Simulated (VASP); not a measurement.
Runs of VASP 6.6.1 on Cu3Te. The structure is that of space group Pm-3m (No. 221), or close to it. The cells are those of the table. 

| cell | gap on the mesh (eV) | pressure (GPa) |
| --- | --- | --- |
| a = 3.973 Å, 4 atoms | none | (b) |
| a = 3.999 Å, 4 atoms | none | -2.3 |
| a = 3.893 Å, 4 atoms | none | (a) |
| a = 3.947 Å, 4 atoms | none | 1.3 |
| a = 3.920 Å, 4 atoms | none | 3.4 |
| a = 4.024 Å, 4 atoms | none | -3.9 |

Alike in all rows: task single point; level PBE; potentials or basis VASP PAW PBE potentials, release 64 (Te, Cu); no spin polarisation; k mesh 7 × 7 × 7; cutoff (eV) 520; smearing fermi-dirac 0.05 eV.

Problem. Fill in the values left out.

Solution. (a) 5.9; (b) -0.3.

Caveats: spin-orbit coupling is left out, which moves the levels of the heavy elements.

A k mesh can miss the band edges, and the runs leave out spin-orbit coupling on Te.

A gap of «none» marks levels without a gap at the run's occupations.
